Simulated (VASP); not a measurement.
# LiHF2 (R-3m) in VASP: a series of runs

Runs on LiHF2. Level: LDA. Tasks: single point.

All numbers are computed with VASP 6.6.1; they aren't measurements. Logs are shortened: lines on timing, memory, paths and dates and some standing lists are left out, and cuts for length are marked.

### 1 The cell of the first run

It takes space group R-3m (No. 166, trigonal). The conventional cell has a = 2.842 Å, b = 2.842 Å, c = 12.794 Å, α = 90.00°, β = 90.00°, γ = 120.00°. Li (site symmetry -3m) has 6 F at 1.93 Å and 6 H at 2.69 Å within 2.7 Å. Within 1.5 Å of H (site symmetry -3m) lie 2 F at 1.12 Å. Within 1.5 Å of F (site symmetry 3m) lie 1 H at 1.12 Å.

### 2 Single point, LDA (strain -0.015 along x and y, -0.015 along z)

Contents of INCAR:

```
SYSTEM = LiHF2
PREC     = Accurate       ! precision mode
ENCUT    = 520            ! plane-wave cutoff, eV
EDIFF    = 1E-6           ! SCF threshold, eV
ISMEAR   = 0              ! smearing method
SIGMA    = 0.05           ! smearing width, eV
LREAL    = .FALSE.        ! projectors in reciprocal space
LASPH    = .TRUE.         ! aspherical terms in the spheres
NELM     = 100            ! most SCF steps
ALGO     = Normal         ! electronic algorithm
ISIF     = 2              ! what is computed and relaxed
LWAVE    = .FALSE.        ! write WAVECAR
LCHARG   = .FALSE.        ! write CHGCAR
GGA      = CA             ! functional
NBANDS   = 17             ! bands
```

Contents of KPOINTS:

```
Automatic mesh
0
G
  9 9 9
  0 0 0
```

Contents of POSCAR:

```
LiHF2
1.0
    1.4211463380      0.8204992208      4.2646668686
   -1.4211463380      0.8204992208      4.2646668686
    0.0000000000     -1.6409984416      4.2646668686
Li H F
1 1 2
Direct
    0.0000000000      0.0000000000      0.0000000000
    0.5000000000      0.5000000000      0.5000000000
    0.4125119035      0.4125119035      0.4125119035
    0.5874880965      0.5874880965      0.5874880965
```

Potentials or basis: VASP PAW LDA potentials, release 64 (Li_sv, H, F).

Command:

```sh
$ cat potpaw_LDA.64/Li_sv/POTCAR potpaw_LDA.64/H/POTCAR potpaw_LDA.64/F/POTCAR > POTCAR
$ mpirun -np 1 vasp_std > vasp.out
```

OUTCAR:

```text
SYSTEM = LiHF2
   PREC = Accurate
   ENCUT = 520
   EDIFF = 1E-6
   ISMEAR = 0
   LREAL = .FALSE.
   LASPH = .TRUE.
   NELM = 100
   ISIF = 2
   GGA = CA

 ion  position               nearest neighbor table
   1  0.000  0.000  0.000-   4 1.93   3 1.93   4 1.93   4 1.93   3 1.93   3 1.93
   2  0.500  0.500  0.500-   3 1.12   4 1.12
   3  0.413  0.413  0.413-   2 1.12   1 1.93   1 1.93   1 1.93
   4  0.587  0.587  0.587-   2 1.12   1 1.93   1 1.93   1 1.93

  LATTYP: Found a trigonal (rhomboedric) cell.
 ALAT       =     4.5694922459
 COS(alpha) =     0.8065486758

  Lattice vectors:

 A1 = (   1.4211463380,   0.8204992208,   4.2646668686)
 A2 = (  -1.4211463380,   0.8204992208,   4.2646668686)
 A3 = (   0.0000000000,  -1.6409984416,   4.2646668686)

Analysis of symmetry for initial positions (statically):
=====================================================================
 Subroutine PRICEL returns:
 Original cell was already a primitive cell.

 Routine SETGRP: Setting up the symmetry group for a
 trigonal (rhombohedral) supercell.

 Subroutine GETGRP returns: Found 12 space group operations
 (whereof 12 operations were pure point group operations)
 out of a pool of 12 trial point group operations.

The static configuration has the point symmetry D_3d.

Analysis of symmetry for dynamics (positions and initial velocities):
=====================================================================
 Subroutine PRICEL returns:
 Original cell was already a primitive cell.

 Routine SETGRP: Setting up the symmetry group for a
 trigonal (rhombohedral) supercell.

 Subroutine GETGRP returns: Found 12 space group operations
 (whereof 12 operations were pure point group operations)
 out of a pool of 12 trial point group operations.

The dynamic configuration has the point symmetry D_3d.

 Subroutine INISYM returns: Found 12 space group operations
 (whereof 12 operations are pure point group operations),
 and found     1 'primitive' translations

----------------------------------------------------------------------------------------

                                     Primitive cell

  volume of cell :      29.8369

  direct lattice vectors                    reciprocal lattice vectors
     1.421146338  0.820499221  4.264666869     0.351828652  0.203128367  0.078161635
    -1.421146338  0.820499221  4.264666869    -0.351828652  0.203128367  0.078161635
     0.000000000 -1.640998442  4.264666869     0.000000000 -0.406256734  0.078161635

  length of vectors
     4.569492246  4.569492246  4.569492246     0.413707354  0.413707354  0.413707354

  position of ions in fractional coordinates (direct lattice)
     0.000000000  0.000000000  0.000000000
     0.500000000  0.500000000  0.500000000
     0.412511903  0.412511903  0.412511903
     0.587488097  0.587488097  0.587488097

  ion indices of the primitive-cell ions
   primitive index   ion index
                 1           1
                 2           2
                 3           3
                 4           4

----------------------------------------------------------------------------------------

 KPOINTS: Automatic mesh

Automatic generation of k-mesh.
 Grid dimensions read from file:
 generate k-points for:    9    9    9

 Generating k-lattice:

  Cartesian coordinates                     Fractional coordinates (reciprocal lattice)
     0.039092072  0.022569819  0.008684626     0.111111111  0.000000000 -0.000000000
    -0.039092072  0.022569819  0.008684626     0.000000000  0.111111111 -0.000000000
     0.000000000 -0.045139637  0.008684626    -0.000000000 -0.000000000  0.111111111

  Length of vectors
     0.045967484  0.045967484  0.045967484

  Shift w.r.t. Gamma in fractional coordinates (k-lattice)
     0.000000000  0.000000000  0.000000000

 Subroutine IBZKPT returns following result:
 ===========================================

 Found     85 irreducible k-points:

 Following reciprocal coordinates:
            Coordinates               Weight
  0.000000  0.000000  0.000000      1.000000
  0.111111 -0.000000  0.000000      6.000000
  0.222222  0.000000  0.000000      6.000000
  0.333333 -0.000000  0.000000      6.000000
  0.444444  0.000000  0.000000      6.000000
  0.111111  0.111111  0.000000      6.000000
[... 16 lines left out ...]
 -0.333333  0.333333  0.000000      6.000000
  0.444444  0.444444  0.000000      6.000000
 [... further k-points ...]
   k-points           NKPTS =     85   k-points in BZ     NKDIM =     85   number of bands    NBANDS=     17
   number of dos      NEDOS =    301   number of ions     NIONS =      4
   total plane-waves  NPLWV =  46656
   dimension x,y,z NGX =    36 NGY =   36 NGZ =   36
   dimension x,y,z NGXF=    72 NGYF=   72 NGZF=   72
   ions per type =               1   1   2
   NGX,Y,Z   is equivalent  to a cutoff of  13.10, 13.10, 13.10 a.u.
   NGXF,Y,Z  is equivalent  to a cutoff of  26.19, 26.19, 26.19 a.u.
 SYSTEM =  LiHF2
   PREC   = accura    normal or accurate (medium, high low for compatibility)
   ISTART =      0    job   : 0-new  1-cont  2-samecut
   ICHARG =      2    charge: 1-file 2-atom 10-const
   ISPIN  =      1    spin polarized calculation?
   LNONCOLLINEAR =      F non collinear calculations
   LSORBIT =      F    spin-orbit coupling
   LASPH  =      T    aspherical Exc in radial PAW
   ENCUT  =  520.0 eV  38.22 Ry    6.18 a.u.   8.50  8.50  8.50*2*pi/ulx,y,z
   NELM   =    100;   NELMIN=  2; NELMDL= -5     # of ELM steps
   EDIFF  = 0.1E-05   stopping-criterion for ELM
   LREAL  =      F    real-space projection
   EDIFFG = 0.1E-04   stopping-criterion for IOM
   NSW    =      0    number of steps for IOM
   IBRION =     -1    ionic relax: 0-MD 1-quasi-New 2-CG
   NFREE  =      0    steps in history (QN), initial steepest desc. (CG)
   ISIF   =      2    stress and relaxation
   ISYM   =      2    0-nonsym 1-usesym 2-fastsym
   POTIM  = 0.5000    time-step for ionic-motion
   TEBEG  =    0.0;   TEEND  =   0.0 temperature during run
   PSTRESS=    0.0 pullay stress
   NELECT =      18.0000    total number of electrons
   NUPDOWN=      -1.0000    fix difference up-down
   EMIN   =  10.00;   EMAX   =-10.00  energy-range for DOS
   EFERMI =   0.00;   METHOD = LEGACY
   ISMEAR =     0;   SIGMA  =   0.05  broadening in eV -4-tet -1-fermi 0-gaus
   EFERMI_NEDOS =   21; number of points for ismear=-14 and -15
   IALGO  =     38    algorithm
   IMIX   =      4    mixing-type and parameters
     AMIX     =   0.40;   BMIX     =  1.00
     AMIX_MAG =   1.60;   BMIX_MAG =  1.00
  volume/ion in A,a.u.               =       7.46        50.34
  Fermi-wavevector in a.u.,A,eV,Ry     =   1.383294  2.614047 26.034787  1.913503
  Thomas-Fermi vector in A             =   2.507906
   LORBIT       =      0    0 simple, 1 ext, 2 COOP (PROOUT), +10 PAW based schemes
   GGA     = CA    functional components
   LHFCALC =     F    Hartree Fock is set to
   AEXX    =    0.0000 exact exchange contribution
   IVDW    =     0    specifies the selected vdW correction
   LEPSILON=     F    determine dielectric tensor
   LRPA    =     F    only Hartree local field effects (RPA)
 non-spin polarized calculation
 Gauss-broadening in eV      SIGMA  =   0.05
  energy-cutoff  :      520.00
  volume of cell :       29.84
 maximum number of plane-waves:       817
 NGX is ok and might be reduce to    36
   NGX = 17   NGY = 17   NGZ = 17

 number of electron      18.0000003 magnetization

 Free energy of the ion-electron system (eV)
  ---------------------------------------------------
  ext. energy  EPLUGINS =         0.00000000
  ---------------------------------------------------
  free energy    TOTEN  =       -19.79782428 eV

  energy without entropy =      -19.79782428  energy(sigma->0) =      -19.79782428

 E-fermi :  -2.0537     XC(G=0): -10.4087

 val. band max:       -2.3669652344   @ k =   0.4444   0.4444   0.3333
 cond. band min:       6.1219328153   @ k =   0.0000   0.0000   0.0000
 fundamental gap:      8.4888980497
 Fermi energy:        -2.0537123886

 k-point     1 :       0.0000    0.0000    0.0000
  band No.  band energies     occupation
      1     -41.5145      2.00000
      2     -23.4589      2.00000
      3     -21.7541      2.00000
      4      -8.5163      2.00000
      5      -2.7906      2.00000
      6      -2.7906      2.00000
[... 9 lines left out ...]
     16      22.2086      0.00000
     17      22.2086      0.00000

 k-point     2 :       0.1111   -0.0000    0.0000
  band No.  band energies     occupation
      1     -41.5081      2.00000
      2     -23.4126      2.00000
      3     -21.7293      2.00000
      4      -8.4489      2.00000
      5      -3.1931      2.00000
      6      -2.8553      2.00000
[... 9 lines left out ...]
     16      19.6656      0.00000
     17      22.2399      0.00000

 k-point     3 :       0.2222    0.0000    0.0000
  band No.  band energies     occupation
      1     -41.4917      2.00000
      2     -23.2908      2.00000
      3     -21.6659      2.00000
      4      -8.2768      2.00000
      5      -4.0013      2.00000
      6      -3.3172      2.00000
[... 9 lines left out ...]
     16      18.2540      0.00000
     17      22.1619      0.00000

 k-point     4 :       0.3333   -0.0000    0.0000
  band No.  band energies     occupation
      1     -41.4732      2.00000
      2     -23.1450      2.00000
      3     -21.5947      2.00000
      4      -8.0849      2.00000
      5      -4.7715      2.00000
      6      -3.8254      2.00000
[... 9 lines left out ...]
     16      18.1953      0.00000
     17      21.4556      0.00000
[... 343 lines left out ...]
      1     -41.4557      2.00000
      2     -22.8782      2.00000
      3     -21.6958      2.00000
      4      -7.4836      2.00000
      5      -5.1014      2.00000
      6      -4.1219      2.00000
[... 9 lines left out ...]
     16      18.0009      0.00000
     17      21.5022      0.00000

 k-point    23 :      -0.3333    0.3333    0.0000
  band No.  band energies     occupation
      1     -41.4526      2.00000
      2     -22.8921      2.00000
      3     -21.6275      2.00000
      4      -7.6134      2.00000
      5      -4.8079      2.00000
      6      -4.5061      2.00000
[... 9 lines left out ...]
     16      18.0175      0.00000
     17      22.1828      0.00000

 k-point    24 :       0.4444    0.4444    0.0000
  band No.  band energies     occupation
      1     -41.4610      2.00000
      2     -22.8744      2.00000
      3     -21.7814      2.00000
      4      -7.3347      2.00000
      5      -5.3735      2.00000
      6      -4.1852      2.00000
[... 9 lines left out ...]
     16      17.8252      0.00000
     17      21.8166      0.00000

 [... further k-points ...]
[... 5 lines left out ...]
  --------------------------------------------------------------------------------------
  -------------------------------------------------------------------------------------
  Total        0.3242916      0.3242916      1.6767861      0.0000000     -0.0000000      0.0000000
  in kB       17.4137772     17.4137772     90.0398815      0.0000000     -0.0000000      0.0000000
  external PRESSURE =      41.6224787 kB  Pullay stress =       0.0000000 kB

 VOLUME and BASIS-vectors are now :
 -----------------------------------------------------------------------------
  energy-cutoff  :      520.00
  volume of cell :       29.84
      direct lattice vectors                 reciprocal lattice vectors
     1.421146338  0.820499221  4.264666869     0.351828652  0.203128367  0.078161635
    -1.421146338  0.820499221  4.264666869    -0.351828652  0.203128367  0.078161635
     0.000000000 -1.640998442  4.264666869     0.000000000 -0.406256734  0.078161635

 POSITION                                       TOTAL-FORCE (eV/Angst)
 -----------------------------------------------------------------------------------
      0.00000      0.00000      0.00000        -0.000000      0.000000      0.000000
      0.00000      0.00000      6.39700         0.000000      0.000000      0.000000
      0.00000      0.00000      5.27768        -0.000000     -0.000000     -0.423566
      0.00000      0.00000      7.51632        -0.000000      0.000000      0.423566
 -----------------------------------------------------------------------------------
    total drift:                               -0.000000      0.000000     -0.000000

  FREE ENERGIE OF THE ION-ELECTRON SYSTEM (eV)
  ---------------------------------------------------
  free  energy   TOTEN  =       -19.7978242791 eV

  energy  without entropy=      -19.7978242791  energy(sigma->0) =      -19.79782428
```

Wall time 2.3 min (1 thread of Intel Xeon 8259CL, shared host); peak memory 0.18 GiB.

Results:

| Item | Value |
| --- | --- |
| Free energy | -19.7978 eV |
| Largest force | 0.424 eV/Å |
| Band gap on the k mesh | 8.49 eV (least direct gap 8.72 eV) |

Forces on the atoms (eV/Å):
```
Li   0.000  0.000  0.000
H    0.000  0.000  0.000
F    0.000  0.000 -0.424
F    0.000  0.000  0.424
```

Caveat: the cell differs from its parent crystal (strain -0.015 along x and y, -0.015 along z); the cutoff is under 1.25 times the usual one of these potentials, so pressure, stress and relaxed cells hold a basis-set (Pulay) error. A k mesh can miss the band edges.

### 3 Single point, LDA (strain -0.030 along x and y, +0.030 along z)

Contents of INCAR:

```
SYSTEM = LiHF2
PREC = Accurate ; ENCUT = 520
EDIFF = 1E-6 ; ISMEAR = 0
SIGMA = 0.05 ; LREAL = .False.
LASPH = .True. ; NELM = 60
ALGO = Normal ; ISIF = 2
LWAVE = .False. ; LCHARG = .False.
NBANDS = 17
```

Contents of KPOINTS:

```
Automatic mesh
0
Gamma
  9 9 9
  0 0 0
```

Contents of POSCAR:

```
LiHF2
1.0
    1.3995045156      0.8080043088      4.4594993651
   -1.3995045156      0.8080043088      4.4594993651
    0.0000000000     -1.6160086176      4.4594993651
Li H F
1 1 2
Direct
    0.0000000000      0.0000000000      0.0000000000
    0.5000000000      0.5000000000      0.5000000000
    0.4125119035      0.4125119035      0.4125119035
    0.5874880965      0.5874880965      0.5874880965
```

Potentials or basis: VASP PAW LDA potentials, release 64 (Li_sv, H, F).

Command:

```sh
$ cat potpaw_LDA.64/Li_sv/POTCAR potpaw_LDA.64/H/POTCAR potpaw_LDA.64/F/POTCAR > POTCAR
$ mpirun -np 1 vasp_std > vasp.out
```

It took 2.2 min on 1 thread of Intel Xeon 8259CL, shared host; peak memory 0.18 GiB.

It converged, with:

```
Free energy            : -19.7760 eV
Largest force          : 0.709 eV/Å
Band gap on the k mesh : 8.11 eV (least direct gap 8.29 eV)
```

Forces on the atoms (eV/Å):
```
Li   0.000  0.000  0.000
H    0.000  0.000  0.000
F    0.000  0.000  0.709
F    0.000  0.000 -0.709
```

Levels at points of the mesh, in eV from the valence-band top:
```
           k point  band 5  band 6  band 7  band 8  band 9  band 10  band 11  band 12  band 13  band 14
(0.00, 0.00, 0.00)   -0.60   -0.31   -0.31   -0.18   -0.18     8.11    13.07    16.63    18.16    21.02
```

Caveat: the cell differs from its parent crystal (strain -0.030 along x and y, +0.030 along z); the cutoff is under 1.25 times the usual one of these potentials, so pressure, stress and relaxed cells hold a basis-set (Pulay) error. A k mesh can miss the band edges.

### 4 Single point, LDA (strain -0.015 along x and y, +0.000 along z)

Contents of INCAR:

```
SYSTEM = LiHF2
PREC = Accurate ; ENCUT = 520
EDIFF = 1E-6 ; ISMEAR = 0
SIGMA = 0.05 ; LREAL = .FALSE.
LASPH = .TRUE. ; NELM = 100
ALGO = Normal ; ISIF = 2
LWAVE = .FALSE. ; LCHARG = .FALSE.
NBANDS = 17
```

Contents of KPOINTS:

```
regular mesh
0
G
  9 9 9
  0 0 0
```

Contents of POSCAR:

```
LiHF2
1.0
    1.4211463380      0.8204992208      4.3296110341
   -1.4211463380      0.8204992208      4.3296110341
    0.0000000000     -1.6409984416      4.3296110341
Li H F
1 1 2
Direct
    0.0000000000      0.0000000000      0.0000000000
    0.5000000000      0.5000000000      0.5000000000
    0.4125119035      0.4125119035      0.4125119035
    0.5874880965      0.5874880965      0.5874880965
```

Command:

```sh
$ cat potpaw_LDA.64/Li_sv/POTCAR potpaw_LDA.64/H/POTCAR potpaw_LDA.64/F/POTCAR > POTCAR
$ mpirun -np 1 vasp_std > vasp.out
```

Run time: 2.2 min. Hardware: 1 thread of Intel Xeon 8259CL, shared host; peak memory 0.18 GiB.

Results (log left out):

| Quantity | Value |
| --- | --- |
| Free energy | -19.8144 eV |
| Largest force | 0.020 eV/Å |
| Band gap on the k mesh | 8.34 eV (least direct gap 8.56 eV) |

Forces on the atoms (eV/Å):
```
Li   0.000  0.000  0.000
H    0.000  0.000  0.000
F    0.000  0.000 -0.020
F    0.000  0.000  0.020
```

Levels at points of the mesh, in eV from the valence-band top:
```tsv
k point	band 5	band 6	band 7	band 8	band 9	band 10	band 11	band 12	band 13	band 14
(0.00, 0.00, 0.00)	-0.38	-0.38	-0.37	-0.22	-0.22	8.34	13.11	17.39	18.72	20.67
```

Caveat: the cell differs from its parent crystal (strain -0.015 along x and y, +0.000 along z); the cutoff is under 1.25 times the usual one of these potentials, so pressure, stress and relaxed cells hold a basis-set (Pulay) error. A k mesh can miss the band edges.

### 5 Single point, LDA (strain +0.000 along x and y, -0.030 along z)

Contents of INCAR:

```
  ALGO = Normal
  EDIFF = 1E-6
  ENCUT = 520
  ISIF = 2
  ISMEAR = 0
  LASPH = T
  LCHARG = F
  LREAL = F
  LWAVE = F
  NBANDS = 17
  NELM = 100
  PREC = Accurate
  SIGMA = 0.05
```

Contents of KPOINTS:

```
k-points
0
Gamma
  9 9 9
```

Contents of POSCAR:

```
LiHF2
1.0
    1.4427881604      0.8329941328      4.1997227031
   -1.4427881604      0.8329941328      4.1997227031
    0.0000000000     -1.6659882656      4.1997227031
Li H F
1 1 2
Direct
    0.0000000000      0.0000000000      0.0000000000
    0.5000000000      0.5000000000      0.5000000000
    0.4125119035      0.4125119035      0.4125119035
    0.5874880965      0.5874880965      0.5874880965
```

Command:

```sh
$ cat potpaw_LDA.64/Li_sv/POTCAR potpaw_LDA.64/H/POTCAR potpaw_LDA.64/F/POTCAR > POTCAR
$ mpirun -np 1 vasp_std > vasp.out
```

It took 2.2 min on 1 thread of Intel Xeon 8259CL, shared host; peak memory 0.18 GiB.

Results (log left out):

* Free energy: -19.7689 eV
* Largest force: 0.975 eV/Å
* Band gap on the k mesh: 8.48 eV (least direct gap 8.64 eV)

Forces in eV/Å, atoms in the order of the input:
```
Li   0.000  0.000  0.000
H    0.000  0.000  0.000
F    0.000  0.000 -0.975
F    0.000  0.000  0.975
```

Levels at points of the mesh, in eV from the valence-band top:
| k point | band 5 | band 6 | band 7 | band 8 | band 9 | band 10 | band 11 | band 12 | band 13 | band 14 |
| --- | --- | --- | --- | --- | --- | --- | --- | --- | --- | --- |
| (0.00, 0.00, 0.00) | -0.48 | -0.48 | -0.26 | -0.26 | -0.16 | 8.48 | 13.15 | 18.02 | 19.59 | 20.32 |

Caveat: the cell differs from its parent crystal (strain +0.000 along x and y, -0.030 along z); the cutoff is under 1.25 times the usual one of these potentials, so pressure, stress and relaxed cells hold a basis-set (Pulay) error. A k mesh can miss the band edges.

### 6 Summary

| cell | gap on the mesh (eV) | largest force (eV/Å) |
| --- | --- | --- |
| a = 4.569 Å, angles 36.2°, 4 atoms | 8.49 | 0.42 |
| a = 4.743 Å, angles 34.3°, 4 atoms | 8.11 | 0.71 |
| a = 4.630 Å, angles 35.7°, 4 atoms | 8.34 | 0.02 |
| a = 4.518 Å, angles 37.2°, 4 atoms | 8.48 | 0.98 |

Alike in all rows: task single point; level LDA; potentials or basis VASP PAW LDA potentials, release 64 (Li_sv, H, F); no spin polarisation; k mesh 9 × 9 × 9; cutoff (eV) 520; smearing gaussian 0.05 eV.

Caveats: the cutoff is under 1.25 times the usual one of these potentials, so pressure, stress and relaxed cells hold a basis-set (Pulay) error.

Total energies depend on the potentials used, so only differences within one code and one set of settings carry meaning.
